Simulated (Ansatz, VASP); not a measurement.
C in VASP and in Ansatz

```
C
1.0
     3.86804    0.00000    0.00000
    -1.56313    3.96174    0.00000
     0.00000    0.00000   24.83564
C
18
Direct
  0.50008 0.33336 0.30199
  0.49992 0.66664 0.30199
  0.50008 0.83336 0.35149
  0.49992 0.16664 0.35149
  0.50008 0.33336 0.40099
  0.49992 0.66664 0.40099
  0.50008 0.83336 0.45050
  0.49992 0.16664 0.45050
  0.50008 0.33336 0.50000
  0.49992 0.66664 0.50000
  0.50008 0.83336 0.54950
  0.49992 0.16664 0.54950
  0.50008 0.33336 0.59901
  0.49992 0.66664 0.59901
  0.50008 0.83336 0.64851
  0.49992 0.16664 0.64851
  0.50008 0.33336 0.69801
  0.49992 0.66664 0.69801
```

Alike in both runs: task single point; functional PBEsol; k mesh 10 × 9 × 1; occupations gaussian, width 0.05 eV; no spin polarisation.

```csv
,VASP,Ansatz
version,VASP 6.6.1,Ansatz 0.2.0
potentials or method,"VASP PAW PBE potentials, release 64 (C), cutoff 520 eV","scalar-relativistic, plane waves, PAW"
valence electrons in the cell,72,72
```

```csv
,VASP,Ansatz,Ansatz less VASP
gap on the k mesh at the Fermi level (eV),none,none,-
rms of the force components (eV/Å),2.041,2.048,+0.0070
"work function, face that differs most (eV)",6.36,6.37,+0.007
```

VASP's potentials were made for PBE, not for PBEsol. Atom by atom the forces differ by 0.015 eV/Å (rms over components). A gap of «none» marks a metal or a gap that the smearing closes. Ansatz's warnings: xc potential rough in thin density.
